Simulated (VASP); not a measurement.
**Al: single point with PBEsol**

Al:

```xyz
1
Lattice="2.7561 0.0000 0.0000 -0.9187 2.5984 0.0000 -0.9187 -1.2992 2.2503" Properties=species:S:1:pos:R:3 pbc="T T T"
Al    0.0000    0.0000    0.0000
```

```json
{
  "Program": "VASP 6.6.1",
  "Task": "single point",
  "Functional": "PBEsol",
  "Potentials or basis": "VASP PAW PBE potentials, release 64 (Al)",
  "Cutoff": "520 eV",
  "k mesh": "8 × 8 × 8",
  "Occupations": "methfessel-paxton, width 0.15 eV",
  "Spin": "no spin polarisation"
}
```

| Item | Value |
| --- | --- |
| Pressure | 2.7 GPa |

Levels at points of the mesh, in eV from the Fermi level:
```csv
k point,band 1,band 2,band 3,band 4,band 5
"(0.00, 0.00, 0.00)",-11.43,13.24,13.24,13.24,14.88
"(0.50, 0.00, 0.00)",-4.55,-4.03,8.17,8.19,9.99
"(0.50, 0.50, 0.50)",1.76,1.76,1.76,2.79,2.79
```

Wall time 3.4 s on 1 thread of AMD EPYC 7R13, on a shared host, peak memory 0.09 GiB.

Caveat: the PAW data sets were made with another functional, which shifts forces and pressure a little.
